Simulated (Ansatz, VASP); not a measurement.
Bi: VASP beside Ansatz

```
Bi
1.0
     3.23838    0.00000    0.00000
     0.00000    3.22164    0.00000
    -0.08045    0.00000    6.18613
Bi
2
Direct
  0.54425 0.00000 0.74958
  0.45575 0.00000 0.25042
```

Change from the starting cell: strain_z = -0.04.

Alike in both runs: task single point; functional PBEsol; k mesh 8 × 8 × 4; occupations fermi-dirac, width 0.05 eV; no spin polarisation.

|  | VASP | Ansatz |
| --- | --- | --- |
| version | VASP 6.6.1 | Ansatz 0.2.0 |
| potentials or method | VASP PAW PBE potentials, release 64 (Bi_d), cutoff 520 eV | all-electron LAPW, scalar-relativistic |

```csv
,VASP,Ansatz,Ansatz less VASP
gap on the k mesh at the Fermi level (eV),none,none,-
pressure (GPa),1.9,2.0,+0.10
"traceless stress, the component that is largest in VASP (GPa)",2.85,2.85,+0.001
rms of the force components (eV/Å),0.046,0.046,0.0000
```

VASP's potentials were made for PBE, not for PBEsol. Atom by atom the forces differ by 0.000 eV/Å (rms over components). A gap of «none» marks a metal or a gap that the smearing closes. Ansatz ran all-electron here, and VASP with PAW potentials.

Spin-orbit coupling is off throughout.
